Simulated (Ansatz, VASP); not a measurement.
InP in VASP and in Ansatz

The input INCAR:

```
ALGO = Normal
EDIFF = 1E-6
ENCUT = 520
GGA = PE
ISIF = 2
ISMEAR = 0
LASPH = T
LCHARG = T
LELF = T
LREAL = F
LVHAR = T
LWAVE = F
NBANDS = 16
NELM = 60
PREC = Accurate
SIGMA = 0.05
```

Contents of KPOINTS:

```
k-points
0
Gamma
  10 10 10
```

Contents of POSCAR:

```
InP
1.0
    0.0000000000      2.9800342081      3.1364860040
    2.9800342081      0.0000000000      3.1364860040
    2.9800342081      2.9800342081      0.0000000000
In P
1 1
Direct
    0.0000000000      0.0000000000      0.0000000000
    0.7500000000      0.7500000000      0.7500000000
```

Input for Ansatz:

```yaml
crystal:
  lattice:
    - [0.0, 2.9800342081, 3.136486004]
    - [2.9800342081, 0.0, 3.136486004]
    - [2.9800342081, 2.9800342081, 0.0]
  atoms:
    - { symbol: In, position: [0.0, 0.0, 0.0] }
    - { symbol: P, position: [0.75, 0.75, 0.75] }
basis:
  ecutwfc: 420
kpoints:
  mp_grid: { grid: [10, 10, 10] }
hamiltonian:
  xc: pbe
scf:
  occupations: { method: gaussian, width: 0.05 }
output:
  forces: true
  stress: true
  eigenvalues: true
  write_density: true
  write_potential: true
  elf: true
  volumetric_format: npy
```

Change from the starting cell: strain +0.0525 x Voigt [0, 0, 1, 0, 0, 0], atoms carried along.

Alike in both runs: task single point; functional PBE; k mesh 10 × 10 × 10; occupations gaussian, width 0.05 eV; no spin polarisation.

```csv
,VASP,Ansatz
version,VASP 6.6.1,Ansatz 0.2.0
potentials or method,"VASP PAW PBE potentials, release 64 (In_d, P), cutoff 520 eV","scalar-relativistic, plane waves, PAW"
valence electrons in the cell,18,18
```

```csv
,VASP,Ansatz,Ansatz less VASP
gap on the k mesh at the Fermi level (eV),0.06,0.07,+0.003
least direct gap on the mesh (eV),0.06,0.07,+0.003
pressure (GPa),-2.8,-2.7,+0.04
"traceless stress, the component that is largest in VASP (GPa)",-1.55,-1.55,+0.001
```
